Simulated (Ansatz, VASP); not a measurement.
B in VASP and in Ansatz

```
CELL_PARAMETERS angstrom
0.00000 2.03596 2.03596
2.03596 0.00000 2.03596
2.03596 2.03596 0.00000
ATOMIC_POSITIONS crystal
B 0.12500 0.12500 0.12500
B 0.87500 0.87500 0.87500
```

Alike in both runs: task single point; functional revPBE; k mesh 15 × 15 × 15; occupations fermi-dirac, width 0.1 eV; no spin polarisation.

|  | VASP | Ansatz |
| --- | --- | --- |
| version | VASP 6.6.1 | Ansatz 0.2.0 |
| potentials or method | VASP PAW PBE potentials, release 64 (B), cutoff 520 eV | plane waves (420 eV) with PAW, scalar-relativistic |
| valence electrons in the cell | 6 | 6 |

|  | VASP | Ansatz | Ansatz less VASP |
| --- | --- | --- | --- |
| pressure (GPa) | -0.1 | -0.1 | +0.08 |

VASP's potentials were made for PBE, not for revPBE. The functional is the same, so the differences come from potentials, cutoffs and numerics.
